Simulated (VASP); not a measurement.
## Sb: single point with PBE-based screened hybrid with 25 % exact exchange

The system is Sb.

```
Sb
1.0
    -1.87134    1.87134    1.87134
     1.87134   -1.87134    1.87134
     1.87134    1.87134   -1.87134
Sb
1
Direct
  0.00000 0.00000 0.00000
```

This isn't the form of Sb at room conditions, which is rhombohedral.

| Quantity | Value |
| --- | --- |
| Program | VASP 6.6.1 |
| Task | single point |
| Functional | PBE-based screened hybrid with 25 % exact exchange |
| Potentials or basis | VASP PAW PBE potentials, release 64 (Sb) |
| Cutoff | 520 eV |
| k mesh | 5 × 5 × 5 |
| Occupations | fermi-dirac, width 0.05 eV |
| Spin | no spin polarisation |

The pressure is -2.0 GPa. The band gap on the k mesh is zero (an odd number of electrons rules out a gap without spin polarisation).

Levels at points of the mesh, in eV from the Fermi level:
```
           k point  band 1  band 2  band 3  band 4  band 5  band 6  band 7
(0.00, 0.00, 0.00)  -14.69    6.34    6.34    6.34   11.20   11.20   11.20
```

Run time: 3.6 min on 1 thread of Intel Xeon 8259CL, with other jobs on the host, peak memory 0.24 GiB.

Caveat: the k points lie up to 0.47 Å⁻¹ apart, too coarse for converged energies and pressures of a metal; the PAW data sets were made with another functional, which shifts forces and pressure a little; spin-orbit coupling is left out, which moves the levels of the heavy elements.
